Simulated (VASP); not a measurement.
# Hf (Cmcm) in VASP: a series of runs

The runs below take Hf through single point, relaxation of cell and atoms, with PBE.

All numbers are computed with VASP 6.6.1; they aren't measurements. Logs are shortened: lines on timing, memory, paths and dates and some standing lists are left out, and cuts for length are marked.

## (1) The cell of the first run

Symmetry: Cmcm, No. 63, orthorhombic system. Conventional cell: a = 3.047 Å, b = 10.156 Å, c = 3.079 Å, α = 90.00°, β = 90.00°, γ = 90.00°. Hf (site symmetry m2m) has 10 Hf at 3.03 to 3.33 Å within 4.0 Å.

## (2) Single point, PBE

INCAR

```
SYSTEM = Hf
ALGO = Normal ; EDIFF = 1E-6
ENCUT = 520 ; GGA = PE
ISIF = 2 ; ISMEAR = 0
LASPH = .TRUE. ; LCHARG = .TRUE.
LELF = .TRUE. ; LREAL = .FALSE.
LVHAR = .TRUE. ; LWAVE = .FALSE.
NBANDS = 17 ; NELM = 100
PREC = Accurate ; SIGMA = 0.1
```

KPOINTS

```
k-points
0
G
  6 6 6
  0 0 0
```

POSCAR

```
Hf
1.0
    1.5235392147     -5.0779434142      0.0000000000
    1.5235392147      5.0779434142      0.0000000000
    0.0000000000      0.0000000000      3.0791168363
Hf
2
Direct
    0.8545917209      0.1454082791      0.2500000000
    0.1454082791      0.8545917209      0.7500000000
```

Potentials or basis: VASP PAW PBE potentials, release 64 (Hf_pv).

On the command line:

```
> cat potpaw_PBE.64/Hf_pv/POTCAR > POTCAR
> mpirun -np 1 vasp_std > vasp.out
```

OUTCAR:

```text
SYSTEM = Hf
   EDIFF = 1E-6
   ENCUT = 520
   GGA = PE
   ISIF = 2
   ISMEAR = 0
   LASPH = .TRUE.
   LREAL = .FALSE.
   NELM = 100
   PREC = Accurate

 ion  position               nearest neighbor table
   1  0.855  0.145  0.250-   2 3.03   2 3.03   2 3.03   2 3.03   2 3.33   2 3.33
   2  0.145  0.855  0.750-   1 3.03   1 3.03   1 3.03   1 3.03   1 3.33   1 3.33

  LATTYP: Found a base centered orthorhombic cell.
 ALAT       =     3.0470784294
 B/A-ratio  =     3.3329916061
 C/A-ratio  =     1.0105144674

  Lattice vectors:

 A1 = (   1.5235392147,  -5.0779434142,   0.0000000000)
 A2 = (   1.5235392147,   5.0779434142,   0.0000000000)
 A3 = (   0.0000000000,   0.0000000000,   3.0791168363)

Analysis of symmetry for initial positions (statically):
=====================================================================
 Subroutine PRICEL returns:
 Original cell was already a primitive cell.

 Routine SETGRP: Setting up the symmetry group for a
 base centered orthorhombic supercell.

 Subroutine GETGRP returns: Found  8 space group operations
 (whereof  4 operations were pure point group operations)
 out of a pool of  8 trial point group operations.

The static configuration has the point symmetry C_2h.
 The point group associated with its full space group is D_2h.

Analysis of symmetry for dynamics (positions and initial velocities):
=====================================================================
 Subroutine PRICEL returns:
 Original cell was already a primitive cell.

 Routine SETGRP: Setting up the symmetry group for a
 base centered orthorhombic supercell.

 Subroutine GETGRP returns: Found  8 space group operations
 (whereof  4 operations were pure point group operations)
 out of a pool of  8 trial point group operations.

The dynamic configuration has the point symmetry C_2h.
 The point group associated with its full space group is D_2h.

 Subroutine INISYM returns: Found  8 space group operations
 (whereof  4 operations are pure point group operations),
 and found     1 'primitive' translations

----------------------------------------------------------------------------------------

                                     Primitive cell

  volume of cell :      47.6428

  direct lattice vectors                    reciprocal lattice vectors
     1.523539215 -5.077943414  0.000000000     0.328183217 -0.098465059  0.000000000
     1.523539215  5.077943414  0.000000000     0.328183217  0.098465059  0.000000000
     0.000000000  0.000000000  3.079116836     0.000000000  0.000000000  0.324768449

  length of vectors
     5.301573451  5.301573451  3.079116836     0.342636238  0.342636238  0.324768449

  position of ions in fractional coordinates (direct lattice)
     0.854591721  0.145408279  0.250000000
     0.145408279  0.854591721  0.750000000

  ion indices of the primitive-cell ions
   primitive index   ion index
                 1           1
                 2           2

----------------------------------------------------------------------------------------

 KPOINTS: k-points

Automatic generation of k-mesh.
 Grid dimensions read from file:
 generate k-points for:    6    6    6

 Generating k-lattice:

  Cartesian coordinates                     Fractional coordinates (reciprocal lattice)
     0.054697203 -0.016410843  0.000000000     0.166666667  0.000000000  0.000000000
     0.054697203  0.016410843  0.000000000     0.000000000  0.166666667  0.000000000
     0.000000000  0.000000000  0.054128075     0.000000000  0.000000000  0.166666667

  Length of vectors
     0.057106040  0.057106040  0.054128075

  Shift w.r.t. Gamma in fractional coordinates (k-lattice)
     0.000000000  0.000000000  0.000000000

 Subroutine IBZKPT returns following result:
 ===========================================

 Found     52 irreducible k-points:

 Following reciprocal coordinates:
            Coordinates               Weight
  0.000000  0.000000  0.000000      1.000000
  0.166667 -0.000000  0.000000      4.000000
  0.333333 -0.000000  0.000000      4.000000
  0.500000 -0.000000  0.000000      2.000000
  0.166667  0.166667  0.000000      2.000000
  0.333333  0.166667  0.000000      4.000000
[... 16 lines left out ...]
  0.333333  0.333333  0.166667      4.000000
  0.500000  0.333333  0.166667      8.000000
 [... further k-points ...]
   k-points           NKPTS =     52   k-points in BZ     NKDIM =     52   number of bands    NBANDS=     17
   number of dos      NEDOS =    301   number of ions     NIONS =      2
   total plane-waves  NPLWV =  38400
   dimension x,y,z NGX =    40 NGY =   40 NGZ =   24
   dimension x,y,z NGXF=    80 NGYF=   80 NGZF=   48
   ions per type =               2
   NGX,Y,Z   is equivalent  to a cutoff of  12.54, 12.54, 12.96 a.u.
   NGXF,Y,Z  is equivalent  to a cutoff of  25.09, 25.09, 25.92 a.u.
 SYSTEM =  Hf
   PREC   = accura    normal or accurate (medium, high low for compatibility)
   ISTART =      0    job   : 0-new  1-cont  2-samecut
   ICHARG =      2    charge: 1-file 2-atom 10-const
   ISPIN  =      1    spin polarized calculation?
   LNONCOLLINEAR =      F non collinear calculations
   LSORBIT =      F    spin-orbit coupling
   LASPH  =      T    aspherical Exc in radial PAW
   ENCUT  =  520.0 eV  38.22 Ry    6.18 a.u.   9.86  9.86  5.73*2*pi/ulx,y,z
   NELM   =    100;   NELMIN=  2; NELMDL= -5     # of ELM steps
   EDIFF  = 0.1E-05   stopping-criterion for ELM
   LREAL  =      F    real-space projection
   EDIFFG = 0.1E-04   stopping-criterion for IOM
   NSW    =      0    number of steps for IOM
   IBRION =     -1    ionic relax: 0-MD 1-quasi-New 2-CG
   NFREE  =      0    steps in history (QN), initial steepest desc. (CG)
   ISIF   =      2    stress and relaxation
   ISYM   =      2    0-nonsym 1-usesym 2-fastsym
   POTIM  = 0.5000    time-step for ionic-motion
   TEBEG  =    0.0;   TEEND  =   0.0 temperature during run
   PSTRESS=    0.0 pullay stress
   NELECT =      20.0000    total number of electrons
   NUPDOWN=      -1.0000    fix difference up-down
   EMIN   =  10.00;   EMAX   =-10.00  energy-range for DOS
   EFERMI =   0.00;   METHOD = LEGACY
   ISMEAR =     0;   SIGMA  =   0.10  broadening in eV -4-tet -1-fermi 0-gaus
   EFERMI_NEDOS =   21; number of points for ismear=-14 and -15
   IALGO  =     38    algorithm
   IMIX   =      4    mixing-type and parameters
     AMIX     =   0.40;   BMIX     =  1.00
     AMIX_MAG =   1.60;   BMIX_MAG =  1.00
  volume/ion in A,a.u.               =      23.82       160.75
  Fermi-wavevector in a.u.,A,eV,Ry     =   1.225798  2.316423 20.443855  1.502581
  Thomas-Fermi vector in A             =   2.360823
   LORBIT       =      0    0 simple, 1 ext, 2 COOP (PROOUT), +10 PAW based schemes
   GGA     = PE    functional components
   LHFCALC =     F    Hartree Fock is set to
   AEXX    =    0.0000 exact exchange contribution
   IVDW    =     0    specifies the selected vdW correction
   LEPSILON=     F    determine dielectric tensor
   LRPA    =     F    only Hartree local field effects (RPA)
 non-spin polarized calculation
 Gauss-broadening in eV      SIGMA  =   0.10
  energy-cutoff  :      520.00
  volume of cell :       47.64
 maximum number of plane-waves:      1300
   NGX = 19   NGY = 19   NGZ = 11

 number of electron      20.0000003 magnetization

 Free energy of the ion-electron system (eV)
  ---------------------------------------------------
  ext. energy  EPLUGINS =         0.00000000
  ---------------------------------------------------
  free energy    TOTEN  =       -19.45193986 eV

  energy without entropy =      -19.44327528  energy(sigma->0) =      -19.44760757

 E-fermi :   4.2927     XC(G=0): -10.9212

 val. band max:        4.2804205218   @ k =   0.5000   0.5000   0.3333
 cond. band min:       4.3047791129   @ k =   0.3333   0.3333   0.1667
 fundamental gap:      0.0243585912
 Fermi energy:         4.2927281482

 k-point     1 :       0.0000    0.0000    0.0000
  band No.  band energies     occupation
      1     -26.5521      2.00000
      2     -26.0393      2.00000
      3     -26.0139      2.00000
      4     -25.8228      2.00000
      5     -25.8124      2.00000
      6     -25.7851      2.00000
[... 9 lines left out ...]
     16       9.3311      0.00000
     17      10.4389      0.00000

 k-point     2 :       0.1667   -0.0000    0.0000
  band No.  band energies     occupation
      1     -26.5182      2.00000
      2     -26.1958      2.00000
      3     -26.0093      2.00000
      4     -25.9683      2.00000
      5     -25.8025      2.00000
      6     -25.7883      2.00000
[... 9 lines left out ...]
     16       9.3630      0.00000
     17      10.0445      0.00000

 k-point     3 :       0.3333   -0.0000    0.0000
  band No.  band energies     occupation
      1     -26.5442      2.00000
      2     -26.4984      2.00000
      3     -26.1284      2.00000
      4     -25.9372      2.00000
      5     -25.8564      2.00000
      6     -25.8063      2.00000
[... 9 lines left out ...]
     16       8.6644      0.00000
     17      10.6260      0.00000

 k-point     4 :       0.5000   -0.0000    0.0000
  band No.  band energies     occupation
      1     -26.6417      2.00000
      2     -26.6354      2.00000
      3     -26.0825      2.00000
      4     -25.9277      2.00000
      5     -25.8754      2.00000
      6     -25.8409      2.00000
[... 9 lines left out ...]
     16       8.9788      0.00000
     17      10.1035      0.00000

 k-point     5 :       0.1667    0.1667    0.0000
  band No.  band energies     occupation
      1     -26.5612      2.00000
      2     -26.4869      2.00000
      3     -26.1489      2.00000
      4     -25.9440      2.00000
      5     -25.8285      2.00000
      6     -25.7992      2.00000
[... 9 lines left out ...]
     16       8.4085      0.00000
     17      10.9009      0.00000

 k-point     6 :       0.3333    0.1667    0.0000
  band No.  band energies     occupation
      1     -26.6621      2.00000
      2     -26.6129      2.00000
      3     -26.0882      2.00000
      4     -25.9241      2.00000
      5     -25.8754      2.00000
      6     -25.8408      2.00000
[... 9 lines left out ...]
     16       8.8204      0.00000
     17      10.2376      0.00000

 k-point     7 :       0.5000    0.1667    0.0000
  band No.  band energies     occupation
      1     -26.5331      2.00000
      2     -26.4920      2.00000
      3     -26.0789      2.00000
      4     -25.9270      2.00000
      5     -25.9205      2.00000
      6     -25.8233      2.00000
[... 9 lines left out ...]
     16       9.0894      0.00000
     17      10.0489      0.00000

 k-point     8 :      -0.3333    0.1667    0.0000
  band No.  band energies     occupation
      1     -26.4566      2.00000
      2     -26.2137      2.00000
      3     -25.9954      2.00000
      4     -25.9563      2.00000
      5     -25.8645      2.00000
      6     -25.8028      2.00000
[... 9 lines left out ...]
     16       9.5427      0.00000
     17       9.7285      0.00000
[... 203 lines left out ...]
      1     -26.6249      2.00000
      2     -26.5910      2.00000
      3     -26.1160      2.00000
      4     -25.9960      2.00000
      5     -25.9461      2.00000
      6     -25.9419      2.00000
[... 9 lines left out ...]
     16       9.3431      0.00000
     17      11.3264      0.00000

 k-point    20 :       0.5000    0.1667    0.1667
  band No.  band energies     occupation
      1     -26.4931      2.00000
      2     -26.4767      2.00000
      3     -26.1417      2.00000
      4     -26.0366      2.00000
      5     -25.9629      2.00000
      6     -25.8801      2.00000
[... 9 lines left out ...]
     16       8.9177      0.00000
     17      10.0052      0.00000

 k-point    21 :      -0.3333    0.1667    0.1667
  band No.  band energies     occupation
      1     -26.4357      2.00000
      2     -26.1873      2.00000
      3     -26.1613      2.00000
      4     -25.9735      2.00000
      5     -25.9287      2.00000
      6     -25.8299      2.00000
[... 9 lines left out ...]
     16       8.3532      0.00000
     17       9.9594      0.00000

 k-point    22 :      -0.1667    0.1667    0.1667
  band No.  band energies     occupation
      1     -26.4833      2.00000
      2     -26.1876      2.00000
      3     -25.9937      2.00000
      4     -25.9514      2.00000
      5     -25.8305      2.00000
      6     -25.8187      2.00000
[... 9 lines left out ...]
     16       9.5736      0.00000
     17      10.3775      0.00000

 k-point    23 :       0.3333    0.3333    0.1667
  band No.  band energies     occupation
      1     -26.5007      2.00000
      2     -26.4625      2.00000
      3     -26.1382      2.00000
      4     -26.0393      2.00000
      5     -25.9388      2.00000
      6     -25.9125      2.00000
[... 9 lines left out ...]
     16       9.2265      0.00000
     17       9.9563      0.00000

 k-point    24 :       0.5000    0.3333    0.1667
  band No.  band energies     occupation
      1     -26.3788      2.00000
      2     -26.2278      2.00000
      3     -26.1696      2.00000
      4     -25.9432      2.00000
      5     -25.9277      2.00000
      6     -25.8728      2.00000
[... 9 lines left out ...]
     16       8.8743      0.00000
     17       9.7223      0.00000

 [... further k-points ...]

------------------------ aborting loop because EDIFF is reached ----------------------------------------

  FORCE on cell =-STRESS in cart. coord.  units (eV):
  Direction    XX          YY          ZZ          XY          YZ          ZX
  --------------------------------------------------------------------------------------
  -------------------------------------------------------------------------------------
  Total       -0.1162602     -0.1123985     -0.0980689      0.0000000      0.0000000      0.0000000
  in kB       -3.9097042     -3.7798418     -3.2979509      0.0000000      0.0000000      0.0000000
  external PRESSURE =      -3.6624990 kB  Pullay stress =       0.0000000 kB

 VOLUME and BASIS-vectors are now :
 -----------------------------------------------------------------------------
  energy-cutoff  :      520.00
  volume of cell :       47.64
      direct lattice vectors                 reciprocal lattice vectors
     1.523539215 -5.077943414  0.000000000     0.328183217 -0.098465059  0.000000000
     1.523539215  5.077943414  0.000000000     0.328183217  0.098465059  0.000000000
     0.000000000  0.000000000  3.079116836     0.000000000  0.000000000  0.324768449

 POSITION                                       TOTAL-FORCE (eV/Angst)
 -----------------------------------------------------------------------------------
      1.52354     -3.60119      0.76978         0.000000      0.050399      0.000000
      1.52354      3.60119      2.30934         0.000000     -0.050399     -0.000000
 -----------------------------------------------------------------------------------
    total drift:                                0.000000      0.000000     -0.000000

  FREE ENERGIE OF THE ION-ELECTRON SYSTEM (eV)
  ---------------------------------------------------
  free  energy   TOTEN  =       -19.4519398621 eV

  energy  without entropy=      -19.4432752777  energy(sigma->0) =      -19.44760757
```

It took 35 s on 1 thread of AMD EPYC 9R45 (Zen 5), shared host; peak memory 0.17 GiB.

What came out:

```yaml
Free_energy: -19.4519 eV
Pressure: -0.4 GPa
Largest_force: 0.050 eV/Å
Band_gap_on_the_k_mesh: zero (band 10 reaches 4.66 eV, above the bottom of band 11 at 3.72 eV)
```

Forces in eV/Å, atoms in the order of the input:
```
Hf   0.000  0.050  0.000
Hf   0.000 -0.050  0.000
```

Caveat: spin-orbit coupling is left out, which moves the levels of the heavy elements.

## (3) Relaxation of cell and atoms, PBE

This run uses another cell than the first one, of 22.98 Å³/atom, 0.965 times its volume.

INCAR

```
ALGO = Normal
EDIFF = 1E-7
EDIFFG = -0.04
ENCUT = 600
GGA = PE
IBRION = 2
ISIF = 3
ISMEAR = 0
LASPH = T
LCHARG = F
LREAL = F
LWAVE = F
NELM = 100
NSW = 90
PREC = Accurate
SIGMA = 0.1
```

KPOINTS

```
k-points
0
Gamma
  6 6 6
```

POSCAR

```
Hf
1.0
    1.5535218893     -4.3552182622      0.0000000000
    1.5535218893      4.3552182622      0.0000000000
    0.0000000000      0.0000000000      3.3963202684
Hf
2
Direct
    0.8670000000      0.1330000000      0.2500000000
    0.1330000000      0.8670000000      0.7500000000
```

Potentials or basis: VASP PAW PBE potentials, release 64 (Hf_pv).

On the command line:

```
> cat potpaw_PBE.64/Hf_pv/POTCAR > POTCAR
> mpirun -np 1 vasp_std > vasp.out
```

Run time: 4.6 min. Hardware: 1 thread of AMD EPYC 9R45 (Zen 5), shared host; peak memory 0.2 GiB.

The run converged. Its results:

```yaml
Free_energy: -19.4520 eV
Relaxed_volume: 23.79 Å³/atom
Relaxed_cell: a = 5.302 Å, b = 5.302 Å, c = 3.079 Å, α = 90.00°, β = 90.00°, γ = 146.65°
Space_group_after_relaxing_to_0.05_Å: Cmcm (No. 63)
Energy_gained_by_relaxing: 263.4 meV/atom
Ionic_steps: 13
Pressure_after_relaxing: 0.0 GPa
Largest_force_after_relaxing: 0.018 eV/Å
Band_gap_on_the_k_mesh: zero (band 10 reaches 4.70 eV, above the bottom of band 11 at 3.71 eV)
```

Forces on the atoms (eV/Å):
```
Hf   0.000 -0.018  0.000
Hf   0.000  0.018  0.000
```

Stress tensor (GPa, compression positive):
```
 0.14  0.00  0.00
 0.00  0.01  0.00
 0.00  0.00 -0.10
```

Step by step:
```tsv
step	energy change (eV)	largest force (eV/Å)	pressure (GPa)	volume (Å³)
1	0.0000	1.1339	2.11	45.96
2	-0.2949	0.5193	-1.56	47.88
3	-0.4344	0.1000	-4.39	51.25
4	-0.4547	0.0028	-4.13	50.36
5	-0.3414	1.0833	7.36	45.94
6	-0.5083	0.3112	-0.68	48.77
7	-0.5086	0.3345	-0.42	48.66
8	-0.5220	0.1116	-0.84	48.40
9	-0.5222	0.0850	-0.88	48.36
10	-0.5252	0.0972	0.98	47.18
11	-0.5258	0.0926	0.42	47.52
12	-0.5265	0.0206	-0.20	47.62
13	-0.5268	0.0176	0.01	47.58
```

Final structure:
```
Hf
1.0
     1.52132   -5.07893    0.00000
     1.52132    5.07893    0.00000
     0.00000    0.00000    3.07914
Hf
2
Direct
  0.85396 0.14604 0.25000
  0.14604 0.85396 0.75000
```

Levels at points of the mesh, in eV from the Fermi level:
```
           k point  band 8  band 9  band 10  band 11  band 12  band 13
(0.00, 0.00, 0.00)   -3.31   -1.82    -0.05     0.55     1.74     2.90
(0.50, 0.00, 0.00)   -2.71   -1.13     0.40     0.77     1.39     1.91
(0.50, 0.50, 0.00)   -4.57   -1.94    -1.05     0.15     2.13     2.85
(0.00, 0.00, 0.50)   -2.68   -1.27    -1.27     0.78     0.78     1.94
(0.50, 0.00, 0.50)   -2.62   -1.43    -1.43     1.69     1.69     3.19
(0.50, 0.50, 0.50)   -3.38   -0.03    -0.03     0.67     0.67     2.38
```

Caveat: spin-orbit coupling is left out, which moves the levels of the heavy elements.
